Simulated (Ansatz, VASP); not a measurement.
**Te: VASP beside Ansatz**

```xyz
2
Lattice="-2.7171 2.7171 1.4166 2.7171 -2.7171 1.4166 2.7171 2.7171 -1.4166" Properties=species:S:1:pos:R:3 pbc="T T T"
Te    0.0000   -1.3586   -0.3541
Te    0.0000    1.3586    0.3541
```

Change from the starting cell: volume scaled by 0.65, LAPW.

Alike in both runs: task single point; functional PBE; k mesh 15 × 15 × 15; occupations fermi-dirac, width 0.08 eV; no spin polarisation.

|  | VASP | Ansatz |
| --- | --- | --- |
| version | VASP 6.6.1 | Ansatz 0.2.0 |
| potentials or method | VASP PAW PBE potentials, release 64 (Te), cutoff 520 eV | all-electron LAPW, scalar-relativistic |

|  | VASP | Ansatz | Ansatz less VASP |
| --- | --- | --- | --- |
| pressure (GPa) | 51.2 | 51.0 | -0.21 |

Both programs put the cell under a high pressure, so it lies far from rest at this level. Ansatz ran all-electron here, and VASP with PAW potentials.

Neither program's run includes spin-orbit coupling.
